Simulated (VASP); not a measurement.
# HfB (I4/mmm) in VASP: notebook, part 2 of 2

VASP 6.6.1.

### Step 4. Single point, PBE

This run uses another cell than the first one, of 12.57 Å³/atom, 1.030 times its volume.

INCAR

```
SYSTEM = HfB
ALGO = Normal
EDIFF = 1E-6
ENCUT = 520
GGA = PE
ISIF = 2
ISMEAR = 1
LASPH = .TRUE.
LCHARG = .FALSE.
LREAL = .FALSE.
LWAVE = .FALSE.
NBANDS = 14
NELM = 60
PREC = Accurate
SIGMA = 0.15
```

KPOINTS

```
k-points
0
G
  13 13 13
  0 0 0
```

POSCAR

```
HfB
1.0
    0.0000000000      2.3100000000      2.3562000000
    2.3100000000      0.0000000000      2.3562000000
    2.3100000000      2.3100000000      0.0000000000
Hf B
1 1
Direct
    0.5000000000      0.5000000000      0.5000000000
    0.0000000000      0.0000000000      0.0000000000
```

Potentials or basis: VASP PAW PBE potentials, release 64 (Hf_pv, B).

Command:

```console
$ cat potpaw_PBE.64/Hf_pv/POTCAR potpaw_PBE.64/B/POTCAR > POTCAR
$ mpirun -np 1 vasp_std > vasp.out
```

OUTCAR:

```text
SYSTEM = HfB
   EDIFF = 1E-6
   ENCUT = 520
   GGA = PE
   ISIF = 2
   ISMEAR = 1
   LASPH = .TRUE.
   LREAL = .FALSE.
   NELM = 60
   PREC = Accurate

 ion  position               nearest neighbor table
   1  0.500  0.500  0.500-   2 2.31   2 2.31   2 2.31   2 2.31   2 2.36   2 2.36
   2  0.000  0.000  0.000-   1 2.31   1 2.31   1 2.31   1 2.31   1 2.36   1 2.36

  LATTYP: Found a body centered tetragonal cell.
 ALAT       =     3.2668333291
 C/A-ratio  =     1.4424978336

  Lattice vectors:

[... 596 lines left out ...]
------------------------ aborting loop because EDIFF is reached ----------------------------------------

  FORCE on cell =-STRESS in cart. coord.  units (eV):
  Direction    XX          YY          ZZ          XY          YZ          ZX
  --------------------------------------------------------------------------------------
  -------------------------------------------------------------------------------------
  Total        4.4739104      4.4739104      2.9599761      0.0000000      0.0000000     -0.0000000
  in kB      285.0570326    285.0570326    188.5960852      0.0000000      0.0000000     -0.0000000
  external PRESSURE =     252.9033834 kB  Pullay stress =       0.0000000 kB

 VOLUME and BASIS-vectors are now :
 -----------------------------------------------------------------------------
  energy-cutoff  :      520.00
  volume of cell :       25.15
      direct lattice vectors                 reciprocal lattice vectors
     0.000000000  2.310000000  2.356200000    -0.216450216  0.216450216  0.212206095
     2.310000000  0.000000000  2.356200000     0.216450216 -0.216450216  0.212206095
     2.310000000  2.310000000  0.000000000     0.216450216  0.216450216 -0.212206095

 POSITION                                       TOTAL-FORCE (eV/Angst)
 -----------------------------------------------------------------------------------
      2.31000      2.31000      2.35620        -0.000000      0.000000      0.000000
      0.00000      0.00000      0.00000         0.000000     -0.000000      0.000000
 -----------------------------------------------------------------------------------
    total drift:                                0.000000      0.000000      0.000000

  FREE ENERGIE OF THE ION-ELECTRON SYSTEM (eV)
  ---------------------------------------------------
  free  energy   TOTEN  =       -17.2273655225 eV

  energy  without entropy=      -17.2269997110  energy(sigma->0) =      -17.22724359
```

OSZICAR:

```text
N       E                     dE             d eps       ncg     rms          rms(c)
DAV:   1     0.226094143348E+02    0.22609E+02   -0.70215E+03  5496   0.873E+02
DAV:   2    -0.178391889827E+02   -0.40449E+02   -0.38423E+02  6930   0.195E+02
DAV:   3    -0.188809745478E+02   -0.10418E+01   -0.10377E+01  6742   0.215E+01
DAV:   4    -0.188845418854E+02   -0.35673E-02   -0.35671E-02  6520   0.156E+00
DAV:   5    -0.188845604317E+02   -0.18546E-04   -0.18546E-04  6832   0.102E-01    0.645E+01
DAV:   6    -0.172867747941E+02    0.15978E+01   -0.26194E+00  6514   0.996E+00    0.407E+01
DAV:   7    -0.172576904845E+02    0.29084E-01   -0.79587E-01  7306   0.558E+00    0.980E+00
DAV:   8    -0.172272859496E+02    0.30405E-01   -0.94236E-02  6160   0.184E+00    0.114E+00
DAV:   9    -0.172273858937E+02   -0.99944E-04   -0.55472E-03  7168   0.525E-01    0.176E-01
DAV:  10    -0.172273678614E+02    0.18032E-04   -0.18009E-04  6058   0.897E-02    0.331E-02
DAV:  11    -0.172273654313E+02    0.24301E-05   -0.13820E-05  6862   0.254E-02    0.966E-03
DAV:  12    -0.172273655225E+02   -0.91113E-07   -0.46822E-07  4904   0.537E-03
   1 F= -.17227366E+02 E0= -.17227244E+02  d E =-.365811E-03
```

stdout:

```text
POSCAR found type information on POSCAR HfB
 POSCAR found :  2 types and       2 ions
 scaLAPACK will be used
 LDA part: xc-table for (Slater+PW92), standard interpolation
 POSCAR, INCAR and KPOINTS ok, starting setup
 FFT: planning ... GRIDC
 FFT: planning ... GRID_SOFT
 FFT: planning ... GRID
 WAVECAR not read
 entering main loop
```

Wall time 25 s (1 thread of Intel Xeon 6975P-C (Granite Rapids), shared host); peak memory 0.2 GiB.

Results:

| Item | Value |
| --- | --- |
| Free energy | -17.2274 eV |
| Pressure | 25.3 GPa |

Stress tensor (GPa, compression positive):
```
28.51  0.00  0.00
 0.00 28.51  0.00
 0.00  0.00 18.86
```

Caveat: spin-orbit coupling is left out, which moves the levels of the heavy elements.

### Step 5. Overview

| cell | gap on the mesh (eV) | pressure (GPa) |
| --- | --- | --- |
| a = 3.251, b = 3.251, c = 3.267 Å, angles 59.8, 59.8, 60.3°, 2 atoms | none | 33.5 |
| a = 3.283, b = 3.283, c = 3.267 Å, angles 60.2, 60.2, 59.7°, 2 atoms | none | 27.8 |
| a = 3.300, b = 3.300, c = 3.267 Å, angles 60.3, 60.3, 59.3°, 2 atoms | none | 25.3 |

Alike in all rows: task single point; level PBE; potentials or basis VASP PAW PBE potentials, release 64 (Hf_pv, B); no spin polarisation; k mesh 13 × 13 × 13; cutoff (eV) 520; smearing methfessel-paxton 0.15 eV.

Caveats: spin-orbit coupling is left out, which moves the levels of the heavy elements.

Total energies depend on the potentials used, so only differences within one code and one set of settings carry meaning.
